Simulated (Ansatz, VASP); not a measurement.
## Two plane-wave programs on Ge3Pt

```xyz
8
Lattice="5.2825 0.0000 0.0000 0.0000 5.2825 0.0000 0.0000 0.0000 5.2795" Properties=species:S:1:pos:R:3 pbc="T T T"
Ge    0.0000    2.6412    2.7582
Ge    2.6412    0.0000    2.5213
Ge    2.6412    0.0000    5.1610
Ge    0.0000    2.6412    0.1185
Ge    0.0000    0.0000    0.0000
Ge    2.6412    2.6412    2.6398
Pt    0.0000    0.0000    2.6398
Pt    2.6412    2.6412    0.0000
```

Alike in both runs: functional PBE; k mesh 4 × 4 × 4; occupations gaussian, width 0.1 eV; no spin polarisation.

Ansatz relaxed the structure, and its values are those at the end. VASP's run is a single point on that final structure, the one shown.

```csv
,VASP,Ansatz
version,VASP 6.6.1,Ansatz 0.2.0
potentials or method,"VASP PAW PBE potentials, release 64 (Ge_d, Pt), cutoff 520 eV","scalar-relativistic, plane waves, PAW"
valence electrons in the cell,104,120
```

Ansatz gave:

- gap on the k mesh at the Fermi level (eV): none
- pressure (GPa): 0.0

**Question.** Estimate VASP's values.

**Answer.** gap on the k mesh at the Fermi level (eV): none; pressure (GPa): 0.1.

A gap of «none» marks a metal or a gap that the smearing closes. VASP's potentials hold 104 valence electrons a cell and Ansatz's 120, so a difference there can come from the potentials and not from the codes.

Spin-orbit coupling is off throughout.
